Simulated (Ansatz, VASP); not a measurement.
**One calculation of Ag, two programs**

The input POSCAR:

```
Ag
1.0
    0.0000000000      2.0521781800      2.0521781800
    2.0521781800      0.0000000000      2.0521781800
    2.0521781800      2.0521781800      0.0000000000
Ag
1
Direct
    0.0000000000      0.0000000000      0.0000000000
```

File INCAR.step1:

```
  PREC = Accurate
  ENCUT = 520
  ISMEAR = 0
  SIGMA = 0.1
  LREAL = False
  LASPH = True
  NELM = 100
  NBANDS = 12
  GGA = PE
  ALGO = Normal
  EDIFF = 1E-4
  LWAVE = True
  LCHARG = False
```

The input INCAR.step2:

```
  PREC = Accurate
  ENCUT = 520
  EDIFF = 1E-7
  ISMEAR = 0
  SIGMA = 0.1
  LREAL = False
  LASPH = True
  NELM = 100
  ALGO = Normal
  ISIF = 2
  LWAVE = False
  LCHARG = True
  METAGGA = R2SCAN
  LMIXTAU = True
  LELF = True
  LVHAR = True
  NBANDS = 12
  ISTART = 1
```

Contents of KPOINTS:

```
regular mesh
0
Gamma
  8 8 8
```

Input for Ansatz:

```yaml
crystal:
  lattice:
    - [0.0, 2.05217818, 2.05217818]
    - [2.05217818, 0.0, 2.05217818]
    - [2.05217818, 2.05217818, 0.0]
  atoms:
    - { symbol: Ag, position: [0.0, 0.0, 0.0] }
basis:
  ecutwfc: 500
kpoints:
  mp_grid: { grid: [8, 8, 8] }
hamiltonian:
  xc: r2scan
scf:
  occupations: { method: gaussian, width: 0.1 }
output:
  forces: true
  stress: true
  eigenvalues: true
```

Alike in both runs: task single point; functional r2SCAN; k mesh 8 × 8 × 8; occupations gaussian, width 0.1 eV; no spin polarisation.

|  | VASP | Ansatz |
| --- | --- | --- |
| version | VASP 6.6.1 | Ansatz 0.2.0 |
| potentials or method | VASP PAW PBE potentials, release 64 (Ag), cutoff 520 eV | scalar-relativistic, plane waves, PAW |
| valence electrons in the cell | 11 | 19 |

Ansatz gave:

```
gap on the k mesh at the Fermi level (eV) : none
pressure (GPa)                            : 0.6
```

Question: Estimate VASP's values.

Answer: gap on the k mesh at the Fermi level (eV): none; pressure (GPa): 0.7.

VASP's potentials were made for PBE, not for r2SCAN. A gap of «none» marks a metal or a gap that the smearing closes. The functional is the same, so the differences come from potentials, cutoffs and numerics. VASP's potentials hold 11 valence electrons a cell and Ansatz's 19, so a difference there can come from the potentials and not from the codes.
